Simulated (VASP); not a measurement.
# InP (I-4m2) in VASP: notebook

InP is run at these levels: LDA; tasks: single point.

Everything below comes from runs of VASP 6.6.1. Logs are shortened: lines on timing, memory, paths and dates and some standing lists are left out, and cuts for length are marked.

## Step 1: The cell of the first run

The structure is tetragonal, space group I-4m2 (No. 119). Conventional cell: a = 3.620 Å, b = 3.620 Å, c = 7.680 Å, α = 90.00°, β = 90.00°, γ = 90.00°. Within 3.5 Å of In (site symmetry -4m2) lie 4 P at 2.64 Å. P (site symmetry -4m2) has 4 In at 2.64 Å within 3.5 Å.

## Step 2: Single point, LDA

File INCAR:

```
SYSTEM = InP
PREC = Accurate
ENCUT = 500
EDIFF = 1E-6
ISMEAR = 0
SIGMA = 0.05
LREAL = .FALSE.
LASPH = .TRUE.
NELM = 120
ALGO = Normal
ISIF = 2
LWAVE = .FALSE.
LCHARG = .TRUE.
GGA = CA
LELF = .TRUE.
LVHAR = .TRUE.
NBANDS = 16
GGA_COMPAT = .FALSE.
```

File KPOINTS:

```
regular mesh
0
G
  4 4 4
  0 0 0
```

File POSCAR:

```
InP
1.0
    0.0000000000      2.5600275519      3.8400413279
    2.5600275519      0.0000000000      3.8400413279
    2.5600275519      2.5600275519      0.0000000000
In P
1 1
Direct
    0.0000000000      0.0000000000      0.0000000000
    0.7500000000      0.7500000000      0.7500000000
```

Potentials or basis: VASP PAW LDA potentials, release 64 (In_d, P).

Run with:

```sh
$ cat potpaw_LDA.64/In_d/POTCAR potpaw_LDA.64/P/POTCAR > POTCAR
$ mpirun -np 1 vasp_std > vasp.out
```

OUTCAR:

```text
SYSTEM = InP
   PREC = Accurate
   ENCUT = 500
   EDIFF = 1E-6
   ISMEAR = 0
   LREAL = .FALSE.
   LASPH = .TRUE.
   NELM = 120
   ISIF = 2
   GGA = CA

 ion  position               nearest neighbor table
   1  0.000  0.000  0.000-   2 2.64   2 2.64   2 2.64   2 2.64
   2  0.750  0.750  0.750-   1 2.64   1 2.64   1 2.64   1 2.64

  LATTYP: Found a body centered tetragonal cell.
 ALAT       =     3.6204256839
 C/A-ratio  =     2.1213203436

  Lattice vectors:

 A1 = (  -2.5600275519,   0.0000000000,   3.8400413279)
 A2 = (   2.5600275519,   0.0000000000,   3.8400413279)
 A3 = (   0.0000000000,   2.5600275519,  -3.8400413279)

Analysis of symmetry for initial positions (statically):
=====================================================================
 Subroutine PRICEL returns:
 Original cell was already a primitive cell.

 Routine SETGRP: Setting up the symmetry group for a
 body centered tetragonal supercell.

 Subroutine GETGRP returns: Found  8 space group operations
 (whereof  8 operations were pure point group operations)
 out of a pool of 16 trial point group operations.

The static configuration has the point symmetry D_2d.

Analysis of symmetry for dynamics (positions and initial velocities):
=====================================================================
 Subroutine PRICEL returns:
 Original cell was already a primitive cell.

 Routine SETGRP: Setting up the symmetry group for a
 body centered tetragonal supercell.

 Subroutine GETGRP returns: Found  8 space group operations
 (whereof  8 operations were pure point group operations)
 out of a pool of 16 trial point group operations.

The dynamic configuration has the point symmetry D_2d.

 Subroutine INISYM returns: Found  8 space group operations
 (whereof  8 operations are pure point group operations),
 and found     1 'primitive' translations

----------------------------------------------------------------------------------------

                                     Primitive cell

  volume of cell :      50.3333

  direct lattice vectors                    reciprocal lattice vectors
     0.000000000  2.560027552  3.840041328    -0.195310398  0.195310398  0.130206932
     2.560027552  0.000000000  3.840041328     0.195310398 -0.195310398  0.130206932
     2.560027552  2.560027552  0.000000000     0.195310398  0.195310398 -0.130206932

  length of vectors
     4.615155303  4.615155303  3.620425684     0.305362323  0.305362323  0.305362323

  position of ions in fractional coordinates (direct lattice)
     0.000000000  0.000000000  0.000000000
     0.750000000  0.750000000  0.750000000

  ion indices of the primitive-cell ions
   primitive index   ion index
                 1           1
                 2           2

----------------------------------------------------------------------------------------

 KPOINTS: regular mesh

Automatic generation of k-mesh.
 Grid dimensions read from file:
 generate k-points for:    4    4    4

 Generating k-lattice:

  Cartesian coordinates                     Fractional coordinates (reciprocal lattice)
    -0.048827599  0.048827599  0.032551733     0.250000000  0.000000000  0.000000000
     0.048827599 -0.048827599  0.032551733     0.000000000  0.250000000  0.000000000
     0.048827599  0.048827599 -0.032551733     0.000000000  0.000000000  0.250000000

  Length of vectors
     0.076340581  0.076340581  0.076340581

  Shift w.r.t. Gamma in fractional coordinates (k-lattice)
     0.000000000  0.000000000  0.000000000

 Subroutine IBZKPT returns following result:
 ===========================================

 Found     13 irreducible k-points:

 Following reciprocal coordinates:
            Coordinates               Weight
  0.000000  0.000000  0.000000      1.000000
  0.250000  0.000000  0.000000      8.000000
  0.500000  0.000000  0.000000      4.000000
  0.250000  0.250000  0.000000      2.000000
  0.500000  0.250000  0.000000      8.000000
 -0.250000  0.250000  0.000000      4.000000
  0.500000  0.500000  0.000000      1.000000
  0.250000  0.000000  0.250000      4.000000
  0.500000  0.000000  0.250000     16.000000
 -0.250000 -0.000000  0.250000      8.000000
 -0.250000  0.500000  0.250000      4.000000
  0.500000  0.000000  0.500000      2.000000
 -0.250000  0.250000  0.500000      2.000000
   k-points           NKPTS =     13   k-points in BZ     NKDIM =     13   number of bands    NBANDS=     16
   number of dos      NEDOS =    301   number of ions     NIONS =      2
   total plane-waves  NPLWV =  36288
   dimension x,y,z NGX =    36 NGY =   36 NGZ =   28
   dimension x,y,z NGXF=    72 NGYF=   72 NGZF=   56
   ions per type =               1   1
   NGX,Y,Z   is equivalent  to a cutoff of  12.97, 12.97, 12.86 a.u.
   NGXF,Y,Z  is equivalent  to a cutoff of  25.94, 25.94, 25.71 a.u.
 SYSTEM =  InP
   PREC   = accura    normal or accurate (medium, high low for compatibility)
   ISTART =      0    job   : 0-new  1-cont  2-samecut
   ICHARG =      2    charge: 1-file 2-atom 10-const
   ISPIN  =      1    spin polarized calculation?
   LNONCOLLINEAR =      F non collinear calculations
   LSORBIT =      F    spin-orbit coupling
   LASPH  =      T    aspherical Exc in radial PAW
   ENCUT  =  500.0 eV  36.75 Ry    6.06 a.u.   8.41  8.41  6.60*2*pi/ulx,y,z
   NELM   =    120;   NELMIN=  2; NELMDL= -5     # of ELM steps
   EDIFF  = 0.1E-05   stopping-criterion for ELM
   LREAL  =      F    real-space projection
   EDIFFG = 0.1E-04   stopping-criterion for IOM
   NSW    =      0    number of steps for IOM
   IBRION =     -1    ionic relax: 0-MD 1-quasi-New 2-CG
   NFREE  =      0    steps in history (QN), initial steepest desc. (CG)
   ISIF   =      2    stress and relaxation
   ISYM   =      2    0-nonsym 1-usesym 2-fastsym
   POTIM  = 0.5000    time-step for ionic-motion
   TEBEG  =    0.0;   TEEND  =   0.0 temperature during run
   PSTRESS=    0.0 pullay stress
   NELECT =      18.0000    total number of electrons
   NUPDOWN=      -1.0000    fix difference up-down
   EMIN   =  10.00;   EMAX   =-10.00  energy-range for DOS
   EFERMI =   0.00;   METHOD = LEGACY
   ISMEAR =     0;   SIGMA  =   0.05  broadening in eV -4-tet -1-fermi 0-gaus
   EFERMI_NEDOS =   21; number of points for ismear=-14 and -15
   IALGO  =     38    algorithm
   IMIX   =      4    mixing-type and parameters
     AMIX     =   0.40;   BMIX     =  1.00
     AMIX_MAG =   1.60;   BMIX_MAG =  1.00
  volume/ion in A,a.u.               =      25.17       169.83
  Fermi-wavevector in a.u.,A,eV,Ry     =   1.162021  2.195901 18.371846  1.350293
  Thomas-Fermi vector in A             =   2.298587
   LORBIT       =      0    0 simple, 1 ext, 2 COOP (PROOUT), +10 PAW based schemes
   GGA     = CA    functional components
   LHFCALC =     F    Hartree Fock is set to
   AEXX    =    0.0000 exact exchange contribution
   IVDW    =     0    specifies the selected vdW correction
   LEPSILON=     F    determine dielectric tensor
   LRPA    =     F    only Hartree local field effects (RPA)
 non-spin polarized calculation
 Gauss-broadening in eV      SIGMA  =   0.05
  energy-cutoff  :      500.00
  volume of cell :       50.33
 maximum number of plane-waves:      1323
 NGX is ok and might be reduce to    36

 number of electron      18.0000000 magnetization

 Free energy of the ion-electron system (eV)
  ---------------------------------------------------
  ext. energy  EPLUGINS =         0.00000000
  ---------------------------------------------------
  free energy    TOTEN  =        -8.65590821 eV

  energy without entropy =       -8.64986421  energy(sigma->0) =       -8.65288621

 E-fermi :   5.7404     XC(G=0):  -9.7433

 val. band max:        5.5275457476   @ k =   0.2500   0.0000   0.0000
 cond. band min:       5.7475291752   @ k =  -0.2500   0.2500   0.0000
 fundamental gap:      0.2199834276
 Fermi energy:         5.7403994938

 k-point     1 :       0.0000    0.0000    0.0000
  band No.  band energies     occupation
      1      -9.2617      2.00000
      2      -9.1004      2.00000
      3      -9.0748      2.00000
      4      -9.0748      2.00000
      5      -9.0111      2.00000
      6      -6.2985      2.00000
[... 8 lines left out ...]
     15      13.1467      0.00000
     16      14.3731      0.00000

 k-point     2 :       0.2500    0.0000    0.0000
  band No.  band energies     occupation
      1      -9.2199      2.00000
      2      -9.1472      2.00000
      3      -9.0632      2.00000
      4      -9.0478      2.00000
      5      -9.0353      2.00000
      6      -5.6248      2.00000
[... 8 lines left out ...]
     15      14.7901      0.00000
     16      15.4068      0.00000

 k-point     3 :       0.5000    0.0000    0.0000
  band No.  band energies     occupation
      1      -9.2368      2.00000
      2      -9.1650      2.00000
      3      -9.0659      2.00000
      4      -9.0452      2.00000
      5      -8.9893      2.00000
      6      -4.5804      2.00000
[... 8 lines left out ...]
     15      14.3546      0.00000
     16      15.4284      0.00000

 k-point     4 :       0.2500    0.2500    0.0000
  band No.  band energies     occupation
      1      -9.2934      2.00000
      2      -9.0721      2.00000
      3      -9.0578      2.00000
      4      -9.0578      2.00000
      5      -9.0092      2.00000
      6      -5.8008      2.00000
[... 8 lines left out ...]
     15      14.8948      0.00000
     16      16.4207      0.00000

 k-point     5 :       0.5000    0.2500    0.0000
  band No.  band energies     occupation
      1      -9.2599      2.00000
      2      -9.1193      2.00000
      3      -9.0467      2.00000
      4      -9.0330      2.00000
      5      -9.0256      2.00000
      6      -4.8454      2.00000
[... 8 lines left out ...]
     15      14.5568      0.00000
     16      16.3140      0.00000

 k-point     6 :      -0.2500    0.2500    0.0000
  band No.  band energies     occupation
      1      -9.2321      2.00000
      2      -9.1601      2.00000
      3      -9.0622      2.00000
      4      -9.0489      2.00000
      5      -8.9995      2.00000
      6      -4.6048      2.00000
[... 8 lines left out ...]
     15      14.7843      0.00000
     16      15.4607      0.00000

 k-point     7 :       0.5000    0.5000    0.0000
  band No.  band energies     occupation
      1      -9.3168      2.00000
      2      -9.0541      2.00000
      3      -9.0406      2.00000
      4      -9.0406      2.00000
      5      -9.0073      2.00000
      6      -4.9726      2.00000
[... 8 lines left out ...]
     15      15.4379      0.00000
     16      16.5759      0.00000

 k-point     8 :       0.2500    0.0000    0.2500
  band No.  band energies     occupation
      1      -9.1816      2.00000
      2      -9.1395      2.00000
      3      -9.0860      2.00000
      4      -9.0702      2.00000
      5      -9.0333      2.00000
      6      -5.2138      2.00000
[... 8 lines left out ...]
     15      14.3431      0.00000
     16      17.2424      0.00000

 k-point     9 :       0.5000    0.0000    0.2500
  band No.  band energies     occupation
      1      -9.2374      2.00000
      2      -9.1117      2.00000
      3      -9.0987      2.00000
      4      -9.0588      2.00000
      5      -8.9857      2.00000
      6      -4.1416      2.00000
[... 8 lines left out ...]
     15      14.5884      0.00000
     16      17.3343      0.00000

 k-point    10 :      -0.2500   -0.0000    0.2500
  band No.  band energies     occupation
      1      -9.2118      2.00000
      2      -9.1110      2.00000
      3      -9.0919      2.00000
      4      -9.0661      2.00000
      5      -9.0167      2.00000
      6      -4.8038      2.00000
[... 8 lines left out ...]
     15      14.2034      0.00000
     16      15.0611      0.00000

 k-point    11 :      -0.2500    0.5000    0.2500
  band No.  band energies     occupation
      1      -9.2322      2.00000
      2      -9.0903      2.00000
      3      -9.0828      2.00000
      4      -9.0681      2.00000
      5      -9.0109      2.00000
      6      -4.2214      2.00000
[... 8 lines left out ...]
     15      14.1623      0.00000
     16      14.4003      0.00000

 k-point    12 :       0.5000    0.0000    0.5000
  band No.  band energies     occupation
      1      -9.2653      2.00000
      2      -9.1367      2.00000
      3      -9.1205      2.00000
      4      -8.9797      2.00000
      5      -8.9758      2.00000
      6      -3.5375      2.00000
[... 8 lines left out ...]
     15      12.6429      0.00000
     16      19.7187      0.00000

 k-point    13 :      -0.2500    0.2500    0.5000
  band No.  band energies     occupation
      1      -9.2510      2.00000
      2      -9.1363      2.00000
      3      -9.1343      2.00000
      4      -8.9822      2.00000
      5      -8.9757      2.00000
      6      -3.5248      2.00000
[... 8 lines left out ...]
     15      16.0374      0.00000
     16      17.6316      0.00000

------------------------ aborting loop because EDIFF is reached ----------------------------------------

  FORCE on cell =-STRESS in cart. coord.  units (eV):
  Direction    XX          YY          ZZ          XY          YZ          ZX
  --------------------------------------------------------------------------------------
  -------------------------------------------------------------------------------------
  Total        0.5578579      0.5578579     -3.5305316      0.0000000     -0.0000000      0.0000000
  in kB       17.7573860     17.7573860   -112.3816784      0.0000000     -0.0000000      0.0000000
  external PRESSURE =     -25.6223021 kB  Pullay stress =       0.0000000 kB

 VOLUME and BASIS-vectors are now :
 -----------------------------------------------------------------------------
  energy-cutoff  :      500.00
  volume of cell :       50.33
      direct lattice vectors                 reciprocal lattice vectors
     0.000000000  2.560027552  3.840041328    -0.195310398  0.195310398  0.130206932
     2.560027552  0.000000000  3.840041328     0.195310398 -0.195310398  0.130206932
     2.560027552  2.560027552  0.000000000     0.195310398  0.195310398 -0.130206932

 POSITION                                       TOTAL-FORCE (eV/Angst)
 -----------------------------------------------------------------------------------
      0.00000      0.00000      0.00000        -0.000000     -0.000000      0.000000
      3.84004      3.84004      5.76006         0.000000      0.000000      0.000000
 -----------------------------------------------------------------------------------
    total drift:                               -0.000001     -0.000001      0.000000

  FREE ENERGIE OF THE ION-ELECTRON SYSTEM (eV)
  ---------------------------------------------------
  free  energy   TOTEN  =        -8.6559082148 eV

  energy  without entropy=       -8.6498642114  energy(sigma->0) =       -8.65288621
```

Wall time 11 s (1 thread of Intel Xeon Platinum 8259CL at 2.50GHz (Skylake/Cascade Lake), shared host); peak memory 0.15 GiB.

Results:

```yaml
Free_energy: -8.6559 eV
Pressure: -2.6 GPa
Band_gap_on_the_k_mesh: zero (band 9 reaches 5.86 eV, above the bottom of band 10 at 5.75 eV)
```

Caveat: the k points lie up to 0.48 Å⁻¹ apart; spin-orbit coupling is left out, which moves the levels of the heavy elements.

## Step 3: Single point, LDA

This run uses another cell than the first one, of the same volume but with other edges.

File INCAR:

```
PREC     = Accurate       # precision mode
ENCUT    = 500            # plane-wave cutoff, eV
EDIFF    = 1E-6           # SCF threshold, eV
ISMEAR   = 0              # smearing method
SIGMA    = 0.05           # smearing width, eV
LREAL    = False          # projectors in reciprocal space
LASPH    = True           # aspherical terms in the spheres
NELM     = 120            # most SCF steps
ALGO     = Normal         # electronic algorithm
ISIF     = 2              # what is computed and relaxed
LWAVE    = False          # write WAVECAR
LCHARG   = False          # write CHGCAR
GGA      = CA             # functional
NBANDS   = 16             # bands
GGA_COMPAT= False
```

File KPOINTS:

```
Automatic mesh
0
Gamma
  4 4 4
```

File POSCAR:

```
InP
1.0
    0.0000000000      2.9706488247      2.8518228717
    2.9706488247      0.0000000000      2.8518228717
    2.9706488247      2.9706488247      0.0000000000
In P
1 1
Direct
    0.0000000000      0.0000000000      0.0000000000
    0.7500000000      0.7500000000      0.7500000000
```

Potentials or basis: VASP PAW LDA potentials, release 64 (In_d, P).

Run with:

```sh
$ cat potpaw_LDA.64/In_d/POTCAR potpaw_LDA.64/P/POTCAR > POTCAR
$ mpirun -np 1 vasp_std > vasp.out
```

Wall time 9.3 s (1 thread of Intel Xeon Platinum 8259CL at 2.50GHz (Skylake/Cascade Lake), shared host); peak memory 0.15 GiB.

Results (log left out):

- Free energy: -9.5416 eV
- Pressure: -1.1 GPa
- Band gap on the k mesh: 0.36 eV, direct

Stress tensor (GPa, compression positive):
```
-1.62  0.00  0.00
 0.00 -1.62  0.00
 0.00  0.00  0.08
```

Levels at points of the mesh, in eV from the valence-band top:
| k point | band 5 | band 6 | band 7 | band 8 | band 9 | band 10 | band 11 | band 12 | band 13 | band 14 |
| --- | --- | --- | --- | --- | --- | --- | --- | --- | --- | --- |
| (0.00, 0.00, 0.00) | -14.21 | -11.67 | -0.18 | -0.18 | 0.00 | 0.36 | 3.77 | 3.84 | 3.84 | 8.11 |
| (0.50, 0.00, 0.00) | -14.19 | -9.91 | -5.97 | -1.25 | -0.99 | 1.15 | 4.41 | 4.72 | 6.76 | 9.06 |
| (0.50, 0.50, 0.00) | -14.17 | -9.14 | -5.84 | -2.64 | -2.64 | 1.29 | 1.73 | 9.11 | 9.26 | 9.26 |
| (0.50, 0.00, 0.50) | -14.18 | -9.29 | -6.09 | -2.42 | -2.40 | 1.51 | 2.10 | 8.71 | 9.10 | 9.35 |

Caveat: the k points lie up to 0.46 Å⁻¹ apart; spin-orbit coupling is left out, which moves the levels of the heavy elements.
